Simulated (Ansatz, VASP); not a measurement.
**Li3Si2N in VASP and in Ansatz**

```xyz
6
Lattice="5.1275 0.0000 0.0000 -2.5637 4.4405 0.0000 0.0000 0.0000 5.9645" Properties=species:S:1:pos:R:3 pbc="T T T"
Li    2.4178    0.0000    2.9823
Li   -1.2089    2.0939    2.9823
Li    1.3549    2.3467    2.9823
Si    0.0000    0.0000    4.3012
Si    0.0000    0.0000    1.6633
N     0.0000    0.0000    0.0000
```

Alike in both runs: functional PBE; k mesh 6 × 6 × 4; occupations gaussian, width 0.1 eV; no spin polarisation.

Ansatz relaxed the structure, and its values are those at the end. VASP's run is a single point on that final structure, the one shown.

|  | VASP | Ansatz |
| --- | --- | --- |
| version | VASP 6.6.1 | Ansatz 0.2.0 |
| potentials or method | VASP PAW PBE potentials, release 64 (Li_sv, Si, N), cutoff 520 eV | scalar-relativistic, plane waves, PAW |
| valence electrons in the cell | 22 | 22 |

VASP gave:

```
gap on the k mesh at the Fermi level (eV) : none
rms of the force components (eV/Å)        : 0.007
```

Q: What did Ansatz give for the same quantities?

A: gap on the k mesh at the Fermi level (eV): none; rms of the force components (eV/Å): 0.003.

A gap of «none» marks a metal or a gap that the smearing closes. With one functional, cell and mesh, what is left measures potentials, basis and numerics.

Noted on VASP's run: the cutoff is under 1.25 times that of the potentials, so the pressure is a little rough.
